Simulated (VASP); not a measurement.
Wanted: the native input for a VASP 6.6.1 run.

* Task: single point
* Functional: PBE
* Potentials or basis: VASP PAW PBE potentials, release 64 (Co)
* Cutoff: 520 eV
* k mesh: 24 × 24 × 12
* Occupations: gaussian, width 0.15 eV
* Spin: collinear spin, ferromagnetic start
* Starting moments: [0.275, 0.275] μB
* Fixed moment: 0.55 μB
* Dipole correction: no
* Further INCAR settings: ALGO = Normal; EDIFF = 1e-07; NBANDS = 20

The structure of Co lies in POSCAR:

```
Co
1.0
    2.4932834166      0.0000000000      0.0000000000
   -1.2466417083      2.1592467776      0.0000000000
    0.0000000000      0.0000000000      4.0323930238
Co
2
Direct
    0.6666666667      0.3333333333      0.2500000000
    0.3333333333      0.6666666667      0.7500000000
```

These files were run (other wordings do the same):

INCAR

```
SYSTEM = Co
PREC = Accurate
ENCUT = 520
EDIFF = 1E-7
ISMEAR = 0
SIGMA = 0.15
LREAL = .False.
LASPH = .True.
NELM = 150
ALGO = Normal
ISIF = 2
LWAVE = .False.
LCHARG = .False.
ISPIN = 2
MAGMOM = 0.275 0.275
LORBIT = 11
NUPDOWN = 0.55
LMAXMIX = 4
GGA = PE
NBANDS = 20
```

KPOINTS

```
Automatic mesh
0
Gamma
  24 24 12
  0 0 0
```

Potentials or basis: VASP PAW PBE potentials, release 64 (Co).

Command:

```sh
$ cat potpaw_PBE.64/Co/POTCAR > POTCAR
$ mpirun -np 1 vasp_std > vasp.out
```

Results of the run:

The pressure is -11.2 GPa, the net moment is 0.55 μB per cell and the site moments are Co +0.28 μB. The valence electrons inside the program's atomic spheres are Co 8.27.

Caveat: the cell stands under tension; the total moment is fixed, so each spin has its own Fermi level.

Wall time 3.5 min on 1 thread of AMD EPYC 9R45 (Zen 5), with other jobs on the host, peak memory 0.31 GiB.
